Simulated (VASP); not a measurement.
# Br (P6_3/mmc) in VASP: further runs

Br is run at these levels: PBE; tasks: relaxation of cell and atoms.

Program: VASP 6.6.1. These are calculated values, not measurements. Logs are shortened: lines on timing, memory, paths and dates and some standing lists are left out, and cuts for length are marked.

### 1 The cell of the first run

Symmetry: P6_3/mmc, No. 194, hexagonal system. Conventional cell: a = 3.330 Å, b = 3.330 Å, c = 5.438 Å, α = 90.00°, β = 90.00°, γ = 120.00°. Br (site symmetry -6m2) has 12 Br at 3.33 Å within 4.4 Å.

### 2 Relaxation of cell and atoms, PBE, target pressure 20 GPa, at which the enthalpy is minimised

INCAR reads:

```
SYSTEM = Br
ALGO = Normal
EDIFF = 1E-6
EDIFFG = -0.02
ENCUT = 600
GGA = PE
IBRION = 2
ISIF = 3
ISMEAR = 1
LASPH = .TRUE.
LCHARG = .FALSE.
LREAL = .FALSE.
LWAVE = .FALSE.
NELM = 80
NSW = 50
PREC = Accurate
PSTRESS = 200.0
SIGMA = 0.01
```

KPOINTS reads:

```
k-points
0
G
  8 8 4
  0 0 0
```

POSCAR reads:

```
Br
1.0
    3.3300000000      0.0000000000      0.0000000000
   -1.6650000000      2.8838645946      0.0000000000
    0.0000000000      0.0000000000      5.4378900000
Br
2
Direct
    0.3333333333      0.6666666667      0.2500000000
    0.6666666667      0.3333333333      0.7500000000
```

Potentials or basis: VASP PAW PBE potentials, release 64 (Br).

Launch:

```console
$ cat potpaw_PBE.64/Br/POTCAR > POTCAR
$ mpirun -np 1 vasp_std > vasp.out
```

OUTCAR:

```text
SYSTEM = Br
   EDIFF = 1E-6
   EDIFFG = -0.02
   ENCUT = 600
   GGA = PE
   IBRION = 2
   ISIF = 3
   ISMEAR = 1
   LASPH = .TRUE.
   LREAL = .FALSE.
   NELM = 80
   NSW = 50
   PREC = Accurate
   PSTRESS = 200.0

 ion  position               nearest neighbor table
   1  0.333  0.667  0.250-
   2  0.667  0.333  0.750-

  LATTYP: Found a hexagonal cell.
 ALAT       =     3.3300000000
 C/A-ratio  =     1.6330000000

  Lattice vectors:

 A1 = (   3.3300000000,   0.0000000000,   0.0000000000)
 A2 = (  -1.6650000000,   2.8838645946,   0.0000000000)
 A3 = (   0.0000000000,   0.0000000000,   5.4378900000)

Analysis of symmetry for initial positions (statically):
=====================================================================
 Subroutine PRICEL returns:
 Original cell was already a primitive cell.

 Routine SETGRP: Setting up the symmetry group for a
 hexagonal supercell.

 Subroutine GETGRP returns: Found 24 space group operations
 (whereof 12 operations were pure point group operations)
 out of a pool of 24 trial point group operations.

The static configuration has the point symmetry D_3d.
 The point group associated with its full space group is D_6h.

Analysis of symmetry for dynamics (positions and initial velocities):
=====================================================================
 Subroutine PRICEL returns:
 Original cell was already a primitive cell.

 Routine SETGRP: Setting up the symmetry group for a
 hexagonal supercell.

 Subroutine GETGRP returns: Found 24 space group operations
 (whereof 12 operations were pure point group operations)
 out of a pool of 24 trial point group operations.

The dynamic configuration has the point symmetry D_3d.
 The point group associated with its full space group is D_6h.

 Subroutine INISYM returns: Found 24 space group operations
 (whereof 12 operations are pure point group operations),
 and found     1 'primitive' translations

----------------------------------------------------------------------------------------

                                     Primitive cell

  volume of cell :      52.2215

  direct lattice vectors                    reciprocal lattice vectors
     3.330000000  0.000000000  0.000000000     0.300300300  0.173378459  0.000000000
    -1.665000000  2.883864595  0.000000000     0.000000000  0.346756918  0.000000000
     0.000000000  0.000000000  5.437890000     0.000000000  0.000000000  0.183894856

  length of vectors
     3.330000000  3.330000000  5.437890000     0.346756918  0.346756918  0.183894856

  position of ions in fractional coordinates (direct lattice)
     0.333333333  0.666666667  0.250000000
     0.666666667  0.333333333  0.750000000

[... 77 lines left out ...]
   LREAL  =      F    real-space projection
   EDIFFG = -.2E-01   stopping-criterion for IOM
   NSW    =     50    number of steps for IOM
   IBRION =      2    ionic relax: 0-MD 1-quasi-New 2-CG
   NFREE  =      1    steps in history (QN), initial steepest desc. (CG)
   ISIF   =      3    stress and relaxation
   ISYM   =      2    0-nonsym 1-usesym 2-fastsym
   POTIM  = 0.5000    time-step for ionic-motion
   TEBEG  =    0.0;   TEEND  =   0.0 temperature during run
   PSTRESS=  200.0 pullay stress
   NELECT =      14.0000    total number of electrons
   NUPDOWN=      -1.0000    fix difference up-down
   EMIN   =  10.00;   EMAX   =-10.00  energy-range for DOS
   EFERMI =   0.00;   METHOD = LEGACY
   ISMEAR =     1;   SIGMA  =   0.01  broadening in eV -4-tet -1-fermi 0-gaus
   EFERMI_NEDOS =   21; number of points for ismear=-14 and -15
   IALGO  =     38    algorithm
   IMIX   =      4    mixing-type and parameters
     AMIX     =   0.40;   BMIX     =  1.00
     AMIX_MAG =   1.60;   BMIX_MAG =  1.00
  volume/ion in A,a.u.               =      26.11       176.20
  Fermi-wavevector in a.u.,A,eV,Ry     =   1.055604  1.994802 15.160968  1.114300
  Thomas-Fermi vector in A             =   2.190808
   LORBIT       =      0    0 simple, 1 ext, 2 COOP (PROOUT), +10 PAW based schemes
   GGA     = PE    functional components
   LHFCALC =     F    Hartree Fock is set to
   AEXX    =    0.0000 exact exchange contribution
   IVDW    =     0    specifies the selected vdW correction
   LEPSILON=     F    determine dielectric tensor
   LRPA    =     F    only Hartree local field effects (RPA)
 conjugate gradient relaxation of ions
 non-spin polarized calculation
 Methfessel and Paxton  Order N= 1 SIGMA  =   0.01
  energy-cutoff  :      600.00
  volume of cell :       52.22
 maximum number of plane-waves:      1764
 NGX is ok and might be reduce to    28
   NGX = 13   NGY = 13   NGZ = 21

--------------------------------------- Ionic step        1  -------------------------------------------

 number of electron      13.9999999 magnetization

 Free energy of the ion-electron system (eV)
  ---------------------------------------------------
  ext. energy  EPLUGINS =         0.00000000
  ---------------------------------------------------
  free energy    TOTEN  =        -1.87970528 eV

  energy without entropy =       -1.87959055  energy(sigma->0) =       -1.87966703

 E-fermi :   1.6005     XC(G=0):  -9.3558

 val. band max:        1.5977175976   @ k =   0.2500   0.1250   0.0000
 cond. band min:       1.6047034466   @ k =   0.3750   0.2500   0.5000
 fundamental gap:      0.0069858490
 Fermi energy:         1.6005096301

 k-point     1 :       0.0000    0.0000    0.0000
  band No.  band energies     occupation
      1     -13.6876      2.00000
      2     -12.2872      2.00000
      3      -2.9099      2.00000
      4       1.8559      0.00000
      5       1.8559      0.00000
      6       2.5002      0.00000
      7       2.5002      0.00000
      8       2.5545      0.00000
      9       9.6754      0.00000
     10       9.9431      0.00000
     11      13.9391      0.00000
[... 431 lines left out ...]
  energy  without entropy=       -1.2664810357  energy(sigma->0) =       -1.26660257

  enthalpy is  TOTEN    =         3.6148200262 eV   P V=        4.8814833705

[... ionic steps 4 to 10 ...]

--------------------------------------- Ionic step       11  -------------------------------------------

 number of electron      14.0000002 magnetization

------------------------ aborting loop because EDIFF is reached ----------------------------------------
[... 71 lines left out ...]
--------------------------------------- Ionic step       13  -------------------------------------------

 number of electron      13.9999999 magnetization

 Free energy of the ion-electron system (eV)
  ---------------------------------------------------
  ext. energy  EPLUGINS =         0.00000000
  ---------------------------------------------------
  free energy    TOTEN  =        -1.63440776 eV

  energy without entropy =       -1.63431106  energy(sigma->0) =       -1.63437553

 E-fermi :   5.0710     XC(G=0): -10.5626

 val. band max:        5.0290945487   @ k =   0.5000   0.0000   0.5000
 cond. band min:       5.0741634994   @ k =   0.3750   0.0000   0.2500
 fundamental gap:      0.0450689507
 Fermi energy:         5.0710480694

 k-point     1 :       0.0000    0.0000    0.0000
  band No.  band energies     occupation
      1     -12.9378      2.00000
      2     -11.9039      2.00000
      3      -1.7280      2.00000
      4       3.6552      2.00000
      5       7.4037      0.00000
      6       7.4037      0.00000
      7       7.7176      0.00000
      8       7.7176      0.00000
      9      11.7633      0.00000
     10      16.4776      0.00000
     11      17.7454      0.00000
[... 355 lines left out ...]
  energy  without entropy=       -1.6343110568  energy(sigma->0) =       -1.63437553

  enthalpy is  TOTEN    =         3.3539358910 eV   P V=        4.9883436542

 reached required accuracy - stopping structural energy minimisation
```

OSZICAR:

```text
N       E                     dE             d eps       ncg     rms          rms(c)
DAV:   1     0.894197088582E+02    0.89420E+02   -0.67926E+03   660   0.122E+03
DAV:   2     0.253566001007E+01   -0.86884E+02   -0.84761E+02  1057   0.191E+02
DAV:   3    -0.184498253139E+01   -0.43806E+01   -0.42525E+01   828   0.505E+01
[... 116 lines left out ...]
DAV:   2    -0.163503130807E+01    0.19301E-02   -0.23649E-03   699   0.377E-01    0.151E-01
DAV:   3    -0.163441119675E+01    0.62011E-03   -0.16082E-03   693   0.274E-01    0.149E-01
DAV:   4    -0.163441353467E+01   -0.23379E-05   -0.20391E-05   738   0.376E-02    0.245E-01
DAV:   5    -0.163440762272E+01    0.59119E-05   -0.24530E-05   720   0.475E-02    0.107E-02
DAV:   6    -0.163440776326E+01   -0.14054E-06   -0.43893E-07   375   0.571E-03
  13 F= 0.33539359E+01 E0= 0.33539681E+01  d E =-.579053E-01
```

CONTCAR:

```text
Br
   1.00000000000000
     2.7917953986357431   -0.0000000000000000    0.0000000000000000
    -1.3958976993178716    2.4177657373821129   -0.0000000000000000
     0.0000000000000000    0.0000000000000000    5.9202377221509552
  Br
     2
Direct
     0.3333333332999970    0.6666666667000030    0.2500000000000000
     0.6666666667000030    0.3333333332999970    0.7500000000000000

  0.00000000E+00  0.00000000E+00  0.00000000E+00
  0.00000000E+00  0.00000000E+00  0.00000000E+00
```

Wall time 3.7 min (1 thread of AMD EPYC 7R13, shared host); peak memory 0.17 GiB.

What came out:

```yaml
Free_energy: -1.6344 eV
Relaxed_volume: 19.98 Å³/atom
Relaxed_cell: a = 2.792 Å, b = 2.792 Å, c = 5.920 Å, α = 90.00°, β = 90.00°, γ = 120.00°
Space_group_after_relaxing_to_0.05_Å: P6_3/mmc (No. 194)
Energy_change_on_relaxing_the_enthalpy_is_what_falls: +122.6 meV/atom
Ionic_steps: 13
Pressure_after_relaxing: 20.0 GPa
Band_gap_on_the_k_mesh: zero (band 7 reaches 7.72 eV, above the bottom of band 8 at 3.56 eV)
```

The path:
| step | energy change (eV) | largest force (eV/Å) | pressure (GPa) | volume (Å³) |
| --- | --- | --- | --- | --- |
| 1 | 0.0000 | 0.0000 | 0.66 | 52.22 |
| 2 | 2.1319 | 0.0000 | 53.14 | 31.83 |
| 3 | 0.6130 | 0.0000 | 19.42 | 39.11 |
| 4 | 0.6419 | 0.0000 | 20.11 | 38.87 |
| 5 | 0.6722 | 0.0000 | 20.83 | 38.63 |
| 6 | 0.6640 | 0.0000 | 21.38 | 38.40 |
| 7 | 0.6709 | 0.0000 | 23.06 | 38.02 |
| 8 | 0.6987 | 0.0000 | 29.25 | 36.99 |
| 9 | 0.6432 | 0.0000 | 28.67 | 37.31 |
| 10 | 0.5739 | 0.0000 | 27.92 | 37.79 |
| 11 | 0.4934 | 0.0000 | 26.04 | 38.26 |
| 12 | 0.2832 | 0.0000 | 20.99 | 39.67 |
| 13 | 0.2453 | 0.0000 | 20.05 | 39.96 |

Final structure:
```cif
data_structure
_symmetry_space_group_name_H-M 'P 1'
_symmetry_Int_Tables_number 1
_cell_length_a 2.7918
_cell_length_b 2.7918
_cell_length_c 5.9202
_cell_angle_alpha 90.000
_cell_angle_beta 90.000
_cell_angle_gamma 120.000
_cell_volume 39.96
loop_
_atom_site_label
_atom_site_type_symbol
_atom_site_fract_x
_atom_site_fract_y
_atom_site_fract_z
_atom_site_occupancy
Br1 Br 0.33333 0.66667 0.25000 1
Br2 Br 0.66667 0.33333 0.75000 1
```

Caveat: the cell is relaxed towards a set pressure, so the enthalpy falls and the energy may rise; the volume moved by over 15 % at a fixed basis, so the end points are rough; this functional lacks dispersion, which binds the layers, so the pressure and a relaxed spacing across them are unreliable.

### 3 Relaxation of cell and atoms, PBE, target pressure 40 GPa, at which the enthalpy is minimised

INCAR reads:

```
SYSTEM = Br
ALGO     = Normal         ! electronic algorithm
EDIFF    = 1E-6           ! SCF threshold, eV
EDIFFG   = -0.02          ! ionic threshold
ENCUT    = 600            ! plane-wave cutoff, eV
GGA      = PE             ! functional
IBRION   = 2              ! ionic algorithm
ISIF     = 3              ! what is computed and relaxed
ISMEAR   = 1              ! smearing method
LASPH    = .TRUE.         ! aspherical terms in the spheres
LCHARG   = .FALSE.        ! write CHGCAR
LREAL    = .FALSE.        ! projectors in reciprocal space
LWAVE    = .FALSE.        ! write WAVECAR
NELM     = 80             ! most SCF steps
NSW      = 50             ! ionic steps
PREC     = Accurate       ! precision mode
PSTRESS  = 400.0        
SIGMA    = 0.01           ! smearing width, eV
```

KPOINTS is that of step 2.

POSCAR is that of step 2.

Potentials or basis: VASP PAW PBE potentials, release 64 (Br).

Launch:

```console
$ cat potpaw_PBE.64/Br/POTCAR > POTCAR
$ mpirun -np 1 vasp_std > vasp.out
```

Run time: 5.2 min. Hardware: 1 thread of AMD EPYC 7R13, shared host; peak memory 0.18 GiB.

Results (log left out):

```yaml
Free_energy: -0.6719 eV
Relaxed_volume: 17.31 Å³/atom
Relaxed_cell: a = 2.694 Å, b = 2.694 Å, c = 5.508 Å, α = 90.00°, β = 90.00°, γ = 120.00°
Space_group_after_relaxing_to_0.05_Å: P6_3/mmc (No. 194)
Energy_change_on_relaxing_the_enthalpy_is_what_falls: +603.9 meV/atom
Ionic_steps: 19
Pressure_after_relaxing: 40.0 GPa
Band_gap_on_the_k_mesh: zero (band 7 reaches 10.31 eV, above the bottom of band 8 at 5.41 eV)
```

Stress tensor (GPa, compression positive):
```
40.07  0.00  0.00
 0.00 40.07  0.00
 0.00  0.00 39.82
```

The path:
```csv
step,energy change (eV),largest force (eV/Å),pressure (GPa),volume (Å³)
1,0.0000,0.0000,0.66,52.22
2,18.8657,0.0000,474.35,17.20
3,0.9344,0.0000,26.53,36.89
4,1.2174,0.0000,32.89,35.35
5,1.5572,0.0000,40.42,33.86
6,1.4792,0.0000,38.70,34.18
7,1.4612,0.0000,38.87,34.15
8,1.4544,0.0000,39.05,34.11
9,1.4586,0.0000,40.16,33.99
10,1.4897,0.0000,44.51,33.61
11,2.6111,0.0000,70.62,32.34
12,1.5001,0.0000,45.46,33.54
13,1.5641,0.0000,48.33,33.36
14,1.5126,0.0000,46.24,33.49
15,1.4668,0.0000,45.66,33.65
16,1.4328,0.0000,45.22,33.78
17,1.3839,0.0000,44.08,33.96
18,1.2446,0.0000,40.84,34.48
19,1.2078,0.0000,39.99,34.62
```

Final structure:
```cif
data_structure
_symmetry_space_group_name_H-M 'P 1'
_symmetry_Int_Tables_number 1
_cell_length_a 2.6942
_cell_length_b 2.6942
_cell_length_c 5.5076
_cell_angle_alpha 90.000
_cell_angle_beta 90.000
_cell_angle_gamma 120.000
_cell_volume 34.62
loop_
_atom_site_label
_atom_site_type_symbol
_atom_site_fract_x
_atom_site_fract_y
_atom_site_fract_z
_atom_site_occupancy
Br1 Br 0.33333 0.66667 0.25000 1
Br2 Br 0.66667 0.33333 0.75000 1
```

Levels at points of the mesh, in eV from the Fermi level:
| k point | band 4 | band 5 | band 6 | band 7 | band 8 | band 9 | band 10 | band 11 |
| --- | --- | --- | --- | --- | --- | --- | --- | --- |
| (0.00, 0.00, 0.00) | -0.97 | 2.82 | 2.82 | 3.32 | 3.32 | 7.21 | 11.85 | 13.71 |
| (0.50, 0.00, 0.00) | -7.69 | -3.56 | -1.51 | -0.48 | 0.65 | 6.62 | 6.95 | 9.11 |
| (0.00, 0.00, 0.50) | -5.23 | 3.06 | 3.06 | 3.06 | 3.06 | 11.83 | 11.83 | 13.89 |
| (0.50, 0.00, 0.50) | -8.37 | -1.71 | -1.71 | 0.03 | 0.03 | 6.07 | 6.07 | 7.96 |

Caveat: the cell is relaxed towards a set pressure, so the enthalpy falls and the energy may rise; the volume moved by over 15 % at a fixed basis, so the end points are rough.

[end of part 1 of 2]
